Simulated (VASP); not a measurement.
# YN (x) (Fm-3m) in VASP: notebook

Runs on YN (x). Level: PBEsol. Tasks: single point.

Everything below comes from runs of VASP 6.6.1. Logs are shortened: lines on timing, memory, paths and dates and some standing lists are left out, and cuts for length are marked.

## 1. The cell of the first run

It takes space group Fm-3m (No. 225, cubic). Conventional cell: a = 4.890 Å, b = 4.890 Å, c = 4.890 Å, α = 90.00°, β = 90.00°, γ = 90.00°. Within 3.2 Å of Y (site symmetry m-3m) lie 6 N at 2.44 Å. Within 3.2 Å of N (site symmetry m-3m) lie 6 Y at 2.44 Å.

## 2. Single point, PBEsol

Input file INCAR:

```
SYSTEM = YN
  PREC = Accurate
  ENCUT = 600
  EDIFF = 1E-6
  ISMEAR = 0
  SIGMA = 0.01
  LREAL = .False.
  LASPH = .True.
  NELM = 120
  ALGO = Normal
  ISIF = 2
  LWAVE = .False.
  LCHARG = .True.
  GGA = PS
  LELF = .True.
  LVHAR = .True.
  NBANDS = 15
  GGA_COMPAT = .False.
```

Input file KPOINTS:

```
regular mesh
0
Gamma
  10 10 10
  0 0 0
```

Input file POSCAR:

```
YN
1.0
    0.0000000000      2.4450000000      2.4450000000
    2.4450000000      0.0000000000      2.4450000000
    2.4450000000      2.4450000000      0.0000000000
Y N
1 1
Direct
    0.0000000000      0.0000000000      0.0000000000
    0.5000000000      0.5000000000      0.5000000000
```

Potentials or basis: VASP PAW PBE potentials, release 64 (Y_sv, N).

Run with:

```console
> cat potpaw_PBE.64/Y_sv/POTCAR potpaw_PBE.64/N/POTCAR > POTCAR
> mpirun -np 1 vasp_std > vasp.out
```

OUTCAR:

```text
SYSTEM = YN
   PREC = Accurate
   ENCUT = 600
   EDIFF = 1E-6
   ISMEAR = 0
   LREAL = .False.
   LASPH = .True.
   NELM = 120
   ISIF = 2
   GGA = PS

 ion  position               nearest neighbor table
   1  0.000  0.000  0.000-   2 2.44   2 2.44   2 2.44   2 2.44   2 2.44   2 2.44
   2  0.500  0.500  0.500-   1 2.44   1 2.44   1 2.44   1 2.44   1 2.44   1 2.44

  LATTYP: Found a face centered cubic cell.
 ALAT       =     4.8900000000

  Lattice vectors:

 A1 = (   0.0000000000,   2.4450000000,   2.4450000000)
 A2 = (   2.4450000000,   0.0000000000,   2.4450000000)
 A3 = (   2.4450000000,   2.4450000000,   0.0000000000)

Analysis of symmetry for initial positions (statically):
=====================================================================
 Subroutine PRICEL returns:
 Original cell was already a primitive cell.

 Routine SETGRP: Setting up the symmetry group for a
 face centered cubic supercell.

 Subroutine GETGRP returns: Found 48 space group operations
 (whereof 48 operations were pure point group operations)
 out of a pool of 48 trial point group operations.

The static configuration has the point symmetry O_h .

Analysis of symmetry for dynamics (positions and initial velocities):
=====================================================================
 Subroutine PRICEL returns:
 Original cell was already a primitive cell.

 Routine SETGRP: Setting up the symmetry group for a
 face centered cubic supercell.

 Subroutine GETGRP returns: Found 48 space group operations
 (whereof 48 operations were pure point group operations)
 out of a pool of 48 trial point group operations.

The dynamic configuration has the point symmetry O_h .

 Subroutine INISYM returns: Found 48 space group operations
 (whereof 48 operations are pure point group operations),
 and found     1 'primitive' translations

----------------------------------------------------------------------------------------

                                     Primitive cell

  volume of cell :      29.2325

  direct lattice vectors                    reciprocal lattice vectors
     0.000000000  2.445000000  2.445000000    -0.204498978  0.204498978  0.204498978
     2.445000000  0.000000000  2.445000000     0.204498978 -0.204498978  0.204498978
     2.445000000  2.445000000  0.000000000     0.204498978  0.204498978 -0.204498978

  length of vectors
     3.457752160  3.457752160  3.457752160     0.354202619  0.354202619  0.354202619

  position of ions in fractional coordinates (direct lattice)
[... 83 lines left out ...]
   IBRION =     -1    ionic relax: 0-MD 1-quasi-New 2-CG
   NFREE  =      0    steps in history (QN), initial steepest desc. (CG)
   ISIF   =      2    stress and relaxation
   ISYM   =      2    0-nonsym 1-usesym 2-fastsym
   POTIM  = 0.5000    time-step for ionic-motion
   TEBEG  =    0.0;   TEEND  =   0.0 temperature during run
   PSTRESS=    0.0 pullay stress
   NELECT =      16.0000    total number of electrons
   NUPDOWN=      -1.0000    fix difference up-down
   EMIN   =  10.00;   EMAX   =-10.00  energy-range for DOS
   EFERMI =   0.00;   METHOD = LEGACY
   ISMEAR =     0;   SIGMA  =   0.01  broadening in eV -4-tet -1-fermi 0-gaus
   EFERMI_NEDOS =   21; number of points for ismear=-14 and -15
   IALGO  =     38    algorithm
   IMIX   =      4    mixing-type and parameters
     AMIX     =   0.40;   BMIX     =  1.00
     AMIX_MAG =   1.60;   BMIX_MAG =  1.00
  volume/ion in A,a.u.               =      14.62        98.64
  Fermi-wavevector in a.u.,A,eV,Ry     =   1.339140  2.530608 24.399270  1.793296
  Thomas-Fermi vector in A             =   2.467555
   LORBIT       =      0    0 simple, 1 ext, 2 COOP (PROOUT), +10 PAW based schemes
   GGA     = PS    functional components
   LHFCALC =     F    Hartree Fock is set to
   AEXX    =    0.0000 exact exchange contribution
   IVDW    =     0    specifies the selected vdW correction
   LEPSILON=     F    determine dielectric tensor
   LRPA    =     F    only Hartree local field effects (RPA)
 non-spin polarized calculation
 Gauss-broadening in eV      SIGMA  =   0.01
  energy-cutoff  :      600.00
  volume of cell :       29.23
 maximum number of plane-waves:       990
   NGX = 13   NGY = 13   NGZ = 13

 number of electron      16.0000002 magnetization

 Free energy of the ion-electron system (eV)
  ---------------------------------------------------
  ext. energy  EPLUGINS =         0.00000000
  ---------------------------------------------------
  free energy    TOTEN  =       -19.12573294 eV

  energy without entropy =      -19.12573294  energy(sigma->0) =      -19.12573294

 E-fermi :   4.0677     XC(G=0): -11.4427

 val. band max:        4.0031000967   @ k =   0.0000   0.0000   0.0000
 cond. band min:       4.1119951259   @ k =   0.5000   0.5000   0.0000
 fundamental gap:      0.1088950292
 Fermi energy:         4.0677469804

 k-point     1 :       0.0000    0.0000    0.0000
  band No.  band energies     occupation
      1     -36.6931      2.00000
      2     -16.3615      2.00000
      3     -16.3615      2.00000
      4     -16.3615      2.00000
      5      -8.8618      2.00000
      6       4.0031      2.00000
      7       4.0031      2.00000
      8       4.0031      2.00000
      9       7.0950      0.00000
     10       7.0950      0.00000
     11       7.0950      0.00000
     12       8.0690      0.00000
     13       9.1006      0.00000
     14       9.1006      0.00000
[... 401 lines left out ...]
      2     -17.1294      2.00000
      3     -16.6480      2.00000
      4     -16.6138      2.00000
      5      -8.0776      2.00000
      6       1.5857      2.00000
      7       3.0266      2.00000
      8       3.3036      2.00000
      9       5.0855      0.00000
     10      10.6051      0.00000
     11      10.7998      0.00000
     12      11.1708      0.00000
     13      11.1853      0.00000
     14      14.3704      0.00000
     15      17.4906      0.00000

 [... further k-points ...]
[... 5 lines left out ...]
  --------------------------------------------------------------------------------------
  -------------------------------------------------------------------------------------
  Total       -0.6541166     -0.6541166     -0.6541166      0.0000000      0.0000000      0.0000000
  in kB      -35.8508252    -35.8508252    -35.8508252      0.0000000      0.0000000      0.0000000
  external PRESSURE =     -35.8508252 kB  Pullay stress =       0.0000000 kB

 VOLUME and BASIS-vectors are now :
 -----------------------------------------------------------------------------
  energy-cutoff  :      600.00
  volume of cell :       29.23
      direct lattice vectors                 reciprocal lattice vectors
     0.000000000  2.445000000  2.445000000    -0.204498978  0.204498978  0.204498978
     2.445000000  0.000000000  2.445000000     0.204498978 -0.204498978  0.204498978
     2.445000000  2.445000000  0.000000000     0.204498978  0.204498978 -0.204498978

 POSITION                                       TOTAL-FORCE (eV/Angst)
 -----------------------------------------------------------------------------------
      0.00000      0.00000      0.00000         0.000000     -0.000000      0.000000
      2.44500      2.44500      2.44500        -0.000000      0.000000     -0.000000
 -----------------------------------------------------------------------------------
    total drift:                                0.000000      0.000000      0.000000

  FREE ENERGIE OF THE ION-ELECTRON SYSTEM (eV)
  ---------------------------------------------------
  free  energy   TOTEN  =       -19.1257329374 eV

  energy  without entropy=      -19.1257329374  energy(sigma->0) =      -19.12573294
```

OSZICAR:

```text
N       E                     dE             d eps       ncg     rms          rms(c)
DAV:   1     0.568260051803E+02    0.56826E+02   -0.89439E+03  1410   0.119E+03
DAV:   2    -0.192347075730E+02   -0.76061E+02   -0.69209E+02  1904   0.247E+02
DAV:   3    -0.224560867153E+02   -0.32214E+01   -0.32003E+01  1826   0.435E+01
DAV:   4    -0.225106507625E+02   -0.54564E-01   -0.54550E-01  1670   0.557E+00
DAV:   5    -0.225115082163E+02   -0.85745E-03   -0.85744E-03  1768   0.569E-01    0.318E+01
DAV:   6    -0.194097786994E+02    0.31017E+01   -0.77830E+00  1606   0.240E+01    0.331E+01
DAV:   7    -0.191693064369E+02    0.24047E+00   -0.55246E-01  1789   0.652E+00    0.237E+01
DAV:   8    -0.191520695121E+02    0.17237E-01   -0.27094E-01  2017   0.457E+00    0.939E+00
DAV:   9    -0.191255454568E+02    0.26524E-01   -0.37836E-02  1860   0.201E+00    0.159E+00
DAV:  10    -0.191257869400E+02   -0.24148E-03   -0.46435E-03  1557   0.622E-01    0.387E-01
DAV:  11    -0.191257417803E+02    0.45160E-04   -0.28350E-04  1823   0.145E-01    0.292E-01
DAV:  12    -0.191257323555E+02    0.94248E-05   -0.14021E-05  1852   0.354E-02    0.945E-02
DAV:  13    -0.191257329374E+02   -0.58183E-06   -0.17307E-06  1436   0.137E-02
   1 F= -.19125733E+02 E0= -.19125733E+02  d E =-.531498E-13
```

stdout:

```text
POSCAR found type information on POSCAR Y N
 POSCAR found :  2 types and       2 ions
 scaLAPACK will be used
 -----------------------------------------------------------------------------
|                                                                             |
|                                                                             |
|     You enforced a specific xc type in the INCAR file but a different       |
|     I HOPE YOU KNOW WHAT YOU ARE DOING!                                     |
|                                                                             |
 -----------------------------------------------------------------------------

 LDA part: xc-table for (Slater+PW92), standard interpolation
 POSCAR, INCAR and KPOINTS ok, starting setup
 FFT: planning ... GRIDC
 FFT: planning ... GRID_SOFT
 FFT: planning ... GRID
 WAVECAR not read
 entering main loop
```

It took 15 s on 1 thread of Intel Xeon Platinum 8559C (Emerald Rapids), shared host; peak memory 0.18 GiB.

What came out:

- Free energy: -19.1257 eV
- Pressure: -3.6 GPa
- Band gap on the k mesh: 0.11 eV, indirect (least direct gap 0.50 eV)

Levels at points of the mesh, in eV from the valence-band top:
```tsv
k point	band 4	band 5	band 6	band 7	band 8	band 9	band 10	band 11	band 12	band 13
(0.00, 0.00, 0.00)	-20.36	-12.86	0.00	0.00	0.00	3.09	3.09	3.09	4.07	5.10
(0.50, 0.00, 0.00)	-20.45	-11.06	-4.14	-2.26	-2.26	5.68	6.37	6.37	6.62	10.21
(0.50, 0.50, 0.00)	-20.70	-12.41	-1.51	-0.39	-0.39	0.11	6.86	7.22	7.93	7.93
```

Caveat: the PAW data sets were made with another functional, which shifts forces and pressure a little. A k mesh can miss the band edges.

## 3. Single point, PBEsol

Input file INCAR:

```
PREC = Accurate
ENCUT = 600
EDIFF = 1E-6
ISMEAR = 0
SIGMA = 0.01
LREAL = False
LASPH = True
NELM = 120
ALGO = Normal
ISIF = 2
LWAVE = False
LCHARG = True
GGA = PS
LELF = True
LVHAR = True
NBANDS = 15
GGA_COMPAT = False
```

Input file KPOINTS:

```
regular mesh
0
Gamma
  10 10 10
```

POSCAR is that of step 2.

Potentials or basis: VASP PAW PBE potentials, release 64 (Y_sv, N).

Run with:

```console
> cat potpaw_PBE.64/Y_sv/POTCAR potpaw_PBE.64/N/POTCAR > POTCAR
> mpirun -np 1 vasp_std > vasp.out
```

Run time: 16 s. Hardware: 1 thread of Intel Xeon Platinum 8559C (Emerald Rapids), shared host; peak memory 0.19 GiB.

It converged, with:

```yaml
Free_energy: -19.1257 eV
Pressure: -3.6 GPa
Band_gap_on_the_k_mesh: 0.11 eV, indirect (least direct gap 0.50 eV)
```

Levels at points of the mesh, in eV from the valence-band top:
```csv
k point,band 6,band 7,band 8,band 9,band 10,band 11
"(0.00, 0.00, 0.00)",0.00,0.00,0.00,3.09,3.09,3.09
"(0.50, 0.00, 0.00)",-4.14,-2.26,-2.26,5.68,6.37,6.37
"(0.50, 0.50, 0.00)",-1.51,-0.39,-0.39,0.11,6.86,7.22
```

Caveat: the PAW data sets were made with another functional, which shifts forces and pressure a little.
